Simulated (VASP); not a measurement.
**CaB6: single point with PBE**

The system is CaB6.

```
CELL_PARAMETERS angstrom
4.14773 0.00000 0.00000
0.00000 4.14773 0.00000
0.00000 0.00000 4.14773
ATOMIC_POSITIONS crystal
Ca 0.50000 0.50000 0.50000
B 0.00000 0.00000 0.29821
B 0.00000 0.00000 0.70179
B 0.29821 0.00000 0.00000
B 0.70179 0.00000 0.00000
B 0.00000 0.29821 0.00000
B 0.00000 0.70179 0.00000
```

* Program: VASP 6.6.1
* Task: single point
* Functional: PBE
* Potentials or basis: VASP PAW PBE potentials, release 64 (Ca_sv, B)
* Cutoff: 520 eV
* k mesh: 8 × 8 × 8
* Occupations: gaussian, width 0.01 eV
* Spin: no spin polarisation

```json
{
  "Pressure": "0.1 GPa",
  "Largest force": "0.016 eV/Å",
  "Band gap on the k mesh": "0.07 eV (least direct gap 0.14 eV)"
}
```

Forces in eV/Å, atoms in the order of the input:
```
Ca   0.000  0.000  0.000
B    0.000  0.000  0.016
B    0.000  0.000 -0.016
B    0.016  0.000  0.000
B   -0.016  0.000  0.000
B    0.000  0.016  0.000
B    0.000 -0.016  0.000
```

Levels at points of the mesh, in eV from the valence-band top:
```tsv
k point	band 10	band 11	band 12	band 13	band 14	band 15	band 16	band 17	band 18	band 19
(0.00, 0.00, 0.00)	-5.30	-5.30	-0.32	-0.32	-0.32	2.83	2.83	2.83	3.36	3.36
(0.50, 0.00, 0.00)	-4.91	-2.38	-2.38	-1.78	-0.08	0.07	3.19	3.19	3.79	3.84
(0.50, 0.50, 0.00)	-4.94	-2.69	-2.69	-1.47	-1.47	3.07	3.07	4.04	4.34	4.36
(0.50, 0.50, 0.50)	-4.35	-4.35	-1.08	-1.08	-1.08	4.25	4.73	4.73	4.82	4.82
```

It took 29 s on 1 thread of AMD EPYC 9R45 96-Core Processor (Zen 5), with other jobs on the host, peak memory 0.17 GiB.

A k mesh can miss the band edges.
